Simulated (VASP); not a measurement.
The system is GaN.

```
CELL_PARAMETERS angstrom
0.00000 3.21958 3.21958
3.21958 0.00000 3.21958
3.21958 3.21958 0.00000
ATOMIC_POSITIONS crystal
Ga 0.00000 0.00000 0.00000
Ga 0.25000 0.25000 0.25000
N 0.75000 0.75000 0.75000
N 0.50000 0.50000 0.50000
```

The cell was built from a structure type or drawn by symmetry, and may not be a known phase.

```yaml
Program: VASP 6.6.1
Task: relaxation of cell and atoms
Functional: PBE
Potentials_or_basis: VASP PAW PBE potentials, release 64 (Ga_d, N)
Cutoff: 600 eV
k_mesh: 6 × 6 × 6
Occupations: gaussian, width 0.1 eV
Spin: collinear spin, ferromagnetic start
Starting_moments: "[0.0, 0.0, 1.0, 1.0] μB"
```

At the start: pressure -8.5 GPa; volume 16.69 Å³/atom.

How do energy, volume and symmetry change on relaxing?

Over 7 steps the energy falls by 286.1 meV/atom and the volume is 11.93 Å³/atom (-28.5 %); space group Fd-3m (No. 227, to 0.1 Å) before and after; moment 0.00 μB per cell.

The path:
```csv
step,energy change (eV),largest force (eV/Å),pressure (GPa),volume (Å³)
1,0.0000,0.0000,-8.50,66.75
2,-0.5386,0.0000,-10.48,58.56
3,-0.1811,0.0000,39.62,38.06
4,-1.0402,0.0000,-7.22,52.02
5,-1.0631,0.0000,8.46,44.48
6,-1.1435,0.0000,-0.89,48.15
7,-1.1446,0.0000,0.17,47.72
```

Final structure:
```cif
data_structure
_symmetry_space_group_name_H-M 'P 1'
_symmetry_Int_Tables_number 1
_cell_length_a 4.0713
_cell_length_b 4.0713
_cell_length_c 4.0713
_cell_angle_alpha 60.000
_cell_angle_beta 60.000
_cell_angle_gamma 60.000
_cell_volume 47.72
loop_
_atom_site_label
_atom_site_type_symbol
_atom_site_fract_x
_atom_site_fract_y
_atom_site_fract_z
_atom_site_occupancy
Ga1 Ga 0.00000 0.00000 0.00000 1
Ga2 Ga 0.25000 0.25000 0.25000 1
N1 N 0.75000 0.75000 0.75000 1
N2 N 0.50000 0.50000 0.50000 1
```

Caveat: the volume moved by over 15 % at a fixed basis, so the end points are rough.
